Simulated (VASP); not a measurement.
# Mn (P6_3/mmc) in VASP: relaxation of cell and atoms with PBE

Aim: the relaxation of cell and atoms of Mn with PBE.

Everything below comes from runs of VASP 6.6.1. Logs are shortened: lines on timing, memory, paths and dates and some standing lists are left out, and cuts for length are marked.

## Step 1: The cell of the first run

The structure is hexagonal, space group P6_3/mmc (No. 194). The conventional cell has a = 2.552 Å, b = 2.552 Å, c = 8.334 Å, α = 90.00°, β = 90.00°, γ = 120.00°. Mn (site symmetry -3m) has 12 Mn at 2.55 Å within 3.4 Å. Mn (site symmetry -6m2) has 12 Mn at 2.55 Å within 3.4 Å.

This isn't the form of Mn at room conditions, which is a 58-atom cubic cell.

## Step 2: Relaxation of cell and atoms, PBE, collinear spin, ferromagnetic start

Contents of INCAR:

```
SYSTEM = Mn
  PREC = Accurate
  ENCUT = 500
  EDIFF = 1E-7
  ISMEAR = -1
  SIGMA = 0.05
  LREAL = .False.
  LASPH = .True.
  NELM = 200
  ALGO = Normal
  ISIF = 3
  LWAVE = .False.
  LCHARG = .False.
  ISPIN = 2
  MAGMOM = 3 3 3 3
  LORBIT = 11
  LMAXMIX = 4
  GGA = PE
  IBRION = 2
  NSW = 80
  EDIFFG = -0.01
  GGA_COMPAT = .False.
  NELMIN = 4
```

Contents of KPOINTS:

```
regular mesh
0
Gamma
  14 14 4
  0 0 0
```

Contents of POSCAR:

```
Mn
1.0
    2.5517868831      0.0000000000      0.0000000000
   -1.2758934415      2.2099122658      0.0000000000
    0.0000000000      0.0000000000      8.3341359602
Mn
4
Direct
    0.0000000000      0.0000000000      0.0000000000
    0.0000000000      0.0000000000      0.5000000000
    0.3333333333      0.6666666667      0.2500000000
    0.6666666667      0.3333333333      0.7500000000
```

Potentials or basis: VASP PAW PBE potentials, release 64 (Mn_pv).

Run with:

```
$ cat potpaw_PBE.64/Mn_pv/POTCAR > POTCAR
$ mpirun -np 1 vasp_std > vasp.out
```

OUTCAR:

```text
SYSTEM = Mn
   PREC = Accurate
   ENCUT = 500
   EDIFF = 1E-7
   ISMEAR = -1
   LREAL = .False.
   LASPH = .True.
   NELM = 200
   ISIF = 3
   ISPIN = 2
   LORBIT = 11
   GGA = PE
   IBRION = 2
   NSW = 80
   EDIFFG = -0.01
   NELMIN = 4

 ion  position               nearest neighbor table
   1  0.000  0.000  0.000-   3 2.55   4 2.55   3 2.55   4 2.55   4 2.55   3 2.55
   2  0.000  0.000  0.500-   3 2.55   4 2.55   3 2.55   4 2.55   4 2.55   3 2.55
   3  0.333  0.667  0.250-   1 2.55   2 2.55   1 2.55   2 2.55   1 2.55   2 2.55
   4  0.667  0.333  0.750-   1 2.55   2 2.55   1 2.55   2 2.55   1 2.55   2 2.55

  LATTYP: Found a hexagonal cell.
 ALAT       =     2.5517868831
 C/A-ratio  =     3.2660000000

  Lattice vectors:

 A1 = (   2.5517868831,   0.0000000000,   0.0000000000)
 A2 = (  -1.2758934415,   2.2099122658,   0.0000000000)
 A3 = (   0.0000000000,   0.0000000000,   8.3341359602)

Analysis of symmetry for initial positions (statically):
=====================================================================
 Subroutine PRICEL returns:
 Original cell was already a primitive cell.

 Routine SETGRP: Setting up the symmetry group for a
 hexagonal supercell.

 Subroutine GETGRP returns: Found 24 space group operations
 (whereof 12 operations were pure point group operations)
 out of a pool of 24 trial point group operations.

The static configuration has the point symmetry D_3d.
 The point group associated with its full space group is D_6h.

Analysis of symmetry for dynamics (positions and initial velocities):
=====================================================================
 Subroutine PRICEL returns:
 Original cell was already a primitive cell.

 Routine SETGRP: Setting up the symmetry group for a
 hexagonal supercell.

 Subroutine GETGRP returns: Found 24 space group operations
 (whereof 12 operations were pure point group operations)
 out of a pool of 24 trial point group operations.

The dynamic configuration has the point symmetry D_3d.
 The point group associated with its full space group is D_6h.

Analysis of structural, dynamic, and magnetic symmetry:
=====================================================================
 Subroutine PRICEL returns:
 Original cell was already a primitive cell.

 Routine SETGRP: Setting up the symmetry group for a
 hexagonal supercell.

 Subroutine GETGRP returns: Found 24 space group operations
 (whereof 12 operations were pure point group operations)
 out of a pool of 24 trial point group operations.

The overall configuration has the point symmetry D_3d.
 The point group associated with its full space group is D_6h.

 Subroutine INISYM returns: Found 24 space group operations
 (whereof 12 operations are pure point group operations),
 and found     1 'primitive' translations

----------------------------------------------------------------------------------------

                                     Primitive cell

  volume of cell :      46.9981

  direct lattice vectors                    reciprocal lattice vectors
     2.551786883  0.000000000  0.000000000     0.391882256  0.226253326  0.000000000
    -1.275893442  2.209912266  0.000000000     0.000000000  0.452506652  0.000000000
     0.000000000  0.000000000  8.334135960     0.000000000  0.000000000  0.119988443

  length of vectors
     2.551786883  2.551786883  8.334135960     0.452506652  0.452506652  0.119988443

  position of ions in fractional coordinates (direct lattice)
     0.000000000  0.000000000  0.000000000
     0.000000000  0.000000000  0.500000000
     0.333333333  0.666666667  0.250000000
     0.666666667  0.333333333  0.750000000

  ion indices of the primitive-cell ions
   primitive index   ion index
                 1           1
                 2           2
                 3           3
                 4           4

----------------------------------------------------------------------------------------

 KPOINTS: regular mesh

Automatic generation of k-mesh.
 Grid dimensions read from file:
 generate k-points for:   14   14    4

 Generating k-lattice:

  Cartesian coordinates                     Fractional coordinates (reciprocal lattice)
     0.027991590  0.016160952  0.000000000     0.071428571 -0.000000000  0.000000000
     0.000000000  0.032321904  0.000000000     0.000000000  0.071428571  0.000000000
     0.000000000  0.000000000  0.029997111     0.000000000  0.000000000  0.250000000

  Length of vectors
     0.032321904  0.032321904  0.029997111

  Shift w.r.t. Gamma in fractional coordinates (k-lattice)
     0.000000000  0.000000000  0.000000000

 Subroutine IBZKPT returns following result:
 ===========================================

 Found     72 irreducible k-points:

 Following reciprocal coordinates:
            Coordinates               Weight
  0.000000  0.000000  0.000000      1.000000
  0.071429  0.000000  0.000000      6.000000
  0.142857  0.000000  0.000000      6.000000
  0.214286  0.000000  0.000000      6.000000
  0.285714  0.000000  0.000000      6.000000
  0.357143  0.000000  0.000000      6.000000
[... 16 lines left out ...]
  0.285714  0.285714  0.000000      6.000000
  0.357143  0.285714  0.000000      6.000000
 [... further k-points ...]
   k-points           NKPTS =     72   k-points in BZ     NKDIM =     72   number of bands    NBANDS=     37
   number of dos      NEDOS =    301   number of ions     NIONS =      4
   total plane-waves  NPLWV =  25600
   dimension x,y,z NGX =    20 NGY =   20 NGZ =   64
   dimension x,y,z NGXF=    40 NGYF=   40 NGZF=  128
   ions per type =               4
   NGX,Y,Z   is equivalent  to a cutoff of  13.03, 13.03, 12.77 a.u.
   NGXF,Y,Z  is equivalent  to a cutoff of  26.06, 26.06, 25.53 a.u.
 SYSTEM =  Mn
   PREC   = accura    normal or accurate (medium, high low for compatibility)
   ISTART =      0    job   : 0-new  1-cont  2-samecut
   ICHARG =      2    charge: 1-file 2-atom 10-const
   ISPIN  =      2    spin polarized calculation?
   LNONCOLLINEAR =      F non collinear calculations
   LSORBIT =      F    spin-orbit coupling
   LASPH  =      T    aspherical Exc in radial PAW
   ENCUT  =  500.0 eV  36.75 Ry    6.06 a.u.   4.65  4.65 15.20*2*pi/ulx,y,z
   NELM   =    200;   NELMIN=  4; NELMDL= -5     # of ELM steps
   EDIFF  = 0.1E-06   stopping-criterion for ELM
   LREAL  =      F    real-space projection
   EDIFFG = -.1E-01   stopping-criterion for IOM
   NSW    =     80    number of steps for IOM
   IBRION =      2    ionic relax: 0-MD 1-quasi-New 2-CG
   NFREE  =      1    steps in history (QN), initial steepest desc. (CG)
   ISIF   =      3    stress and relaxation
   ISYM   =      2    0-nonsym 1-usesym 2-fastsym
   POTIM  = 0.5000    time-step for ionic-motion
   TEBEG  =    0.0;   TEEND  =   0.0 temperature during run
   PSTRESS=    0.0 pullay stress
   NELECT =      52.0000    total number of electrons
   NUPDOWN=      -1.0000    fix difference up-down
   EMIN   =  10.00;   EMAX   =-10.00  energy-range for DOS
   EFERMI =   0.00;   METHOD = LEGACY
   ISMEAR =    -1;   SIGMA  =   0.05  broadening in eV -4-tet -1-fermi 0-gaus
   EFERMI_NEDOS =   21; number of points for ismear=-14 and -15
   IALGO  =     38    algorithm
   IMIX   =      4    mixing-type and parameters
     AMIX     =   0.40;   BMIX     =  1.00
     AMIX_MAG =   1.60;   BMIX_MAG =  1.00
  volume/ion in A,a.u.               =      11.75        79.29
  Fermi-wavevector in a.u.,A,eV,Ry     =   1.693230  3.199741 39.008279  2.867028
  Thomas-Fermi vector in A             =   2.774673
   LORBIT       =     11    0 simple, 1 ext, 2 COOP (PROOUT), +10 PAW based schemes
   GGA     = PE    functional components
   LHFCALC =     F    Hartree Fock is set to
   AEXX    =    0.0000 exact exchange contribution
   IVDW    =     0    specifies the selected vdW correction
   LEPSILON=     F    determine dielectric tensor
   LRPA    =     F    only Hartree local field effects (RPA)
 conjugate gradient relaxation of ions
 spin polarized calculation
  energy-cutoff  :      500.00
  volume of cell :       47.00
 maximum number of plane-waves:      1210
 NGX is ok and might be reduce to    20
   NGX =  9   NGY =  9   NGZ = 31

--------------------------------------- Ionic step        1  -------------------------------------------

 number of electron      51.9999974 magnetization       0.0057112

 number of electron      51.9999974 magnetization      -0.0002627

 Free energy of the ion-electron system (eV)
  ---------------------------------------------------
  ext. energy  EPLUGINS =         0.00000000
  ---------------------------------------------------
  free energy    TOTEN  =       -35.49380319 eV

  energy without entropy =      -35.44653555  energy(sigma->0) =      -35.47016937

 E-fermi :   9.2231     XC(G=0): -13.4887

 val. band max:        9.2212906857   @ k =   0.0714   0.0714   0.0000
 cond. band min:       9.2252224437   @ k =   0.3571   0.2143   0.2500
 fundamental gap:      0.0039317581
 Fermi energy:         9.2230536557

 spin component 1

 k-point     1 :       0.0000    0.0000    0.0000
  band No.  band energies     occupation
      1     -38.9972      1.00000
      2     -38.7516      1.00000
      3     -38.6828      1.00000
      4     -38.4878      1.00000
      5     -38.4878      1.00000
      6     -38.4555      1.00000
[... 2220 lines left out ...]
  energy  without entropy=      -35.7605096604  energy(sigma->0) =      -35.78111689

--------------------------------------- Ionic step        9  -------------------------------------------

 number of electron      52.0000020 magnetization       0.0000026

 Free energy of the ion-electron system (eV)
  ---------------------------------------------------
  ext. energy  EPLUGINS =         0.00000000
  ---------------------------------------------------
  free energy    TOTEN  =       -35.80184665 eV

  energy without entropy =      -35.76073326  energy(sigma->0) =      -35.78128995

 E-fermi :  10.4915     XC(G=0): -14.0436

 val. band max:       10.4903354499   @ k =   0.1429   0.0714   0.0000
 cond. band min:      10.4916163943   @ k =   0.0714   0.0714   0.0000
 fundamental gap:      0.0012809444
 Fermi energy:        10.4914768315

 spin component 1

 k-point     1 :       0.0000    0.0000    0.0000
  band No.  band energies     occupation
      1     -37.8731      1.00000
      2     -37.5227      1.00000
      3     -37.4437      1.00000
      4     -37.1907      1.00000
      5     -37.1907      1.00000
      6     -37.1423      1.00000
[... 1946 lines left out ...]
  FREE ENERGIE OF THE ION-ELECTRON SYSTEM (eV)
  ---------------------------------------------------
  free  energy   TOTEN  =       -35.8018466470 eV

  energy  without entropy=      -35.7607332556  energy(sigma->0) =      -35.78128995

 reached required accuracy - stopping structural energy minimisation

 total charge

# of ion       s       p       d       tot
------------------------------------------
    1        0.428   6.402   5.167  11.997
    2        0.428   6.402   5.167  11.997
    3        0.429   6.403   5.154  11.987
    4        0.429   6.403   5.154  11.987
--------------------------------------------------
tot          1.714  25.611  20.642  47.968

 magnetization (x)

# of ion       s       p       d       tot
------------------------------------------
    1        0.000   0.000   0.000   0.000
    2        0.000   0.000   0.000   0.000
    3       -0.000  -0.000  -0.000  -0.000
    4       -0.000  -0.000  -0.000  -0.000
--------------------------------------------------
tot          0.000  -0.000   0.000   0.000
```

Wall time 16 min (1 thread of Oxide Virtual Turin-like, shared host); peak memory 0.26 GiB.

What came out:

```yaml
Free_energy: -35.8018 eV
Relaxed_volume: 10.70 Å³/atom
Relaxed_cell: a = 2.484 Å, b = 2.484 Å, c = 8.015 Å, α = 90.00°, β = 90.00°, γ = 120.00°
Space_group_after_relaxing_to_0.1_Å: P6_3/mmc (No. 194)
Energy_gained_by_relaxing: 77.0 meV/atom
Ionic_steps: 9
Pressure_after_relaxing: 0.0 GPa
Band_gap_on_the_k_mesh: zero (filled and empty bands overlap)
Net_moment: 0.00 μB per cell
Valence_electrons_inside_the_program's_atomic_spheres: Mn 12.00, 11.99 (each value once)
```

Step by step:
```tsv
step	energy change (eV)	largest force (eV/Å)	pressure (GPa)	volume (Å³)
1	0.0000	0.0000	-21.39	47.00
2	0.5562	0.0000	55.24	37.11
3	-0.3058	0.0000	-0.94	42.96
4	-0.3063	0.0000	-0.11	42.83
5	-0.3063	0.0000	0.43	42.75
6	-0.3080	0.0000	0.38	42.76
7	-0.3080	0.0000	0.37	42.76
8	-0.3079	0.0000	-0.51	42.89
9	-0.3080	0.0000	0.00	42.82
```

Final structure:
```yaml
crystal:
  lattice:
    - [2.48370, 0.00000, 0.00000]
    - [-1.24185, 2.15095, 0.00000]
    - [0.00000, 0.00000, 8.01457]
  atoms:
    - { symbol: Mn, position: [0.00000, 0.00000, 0.00000] }
    - { symbol: Mn, position: [0.00000, 0.00000, 0.50000] }
    - { symbol: Mn, position: [0.33333, 0.66667, 0.25000] }
    - { symbol: Mn, position: [0.66667, 0.33333, 0.75000] }
```

Caveat: the moments typed at the start vanished in this run.
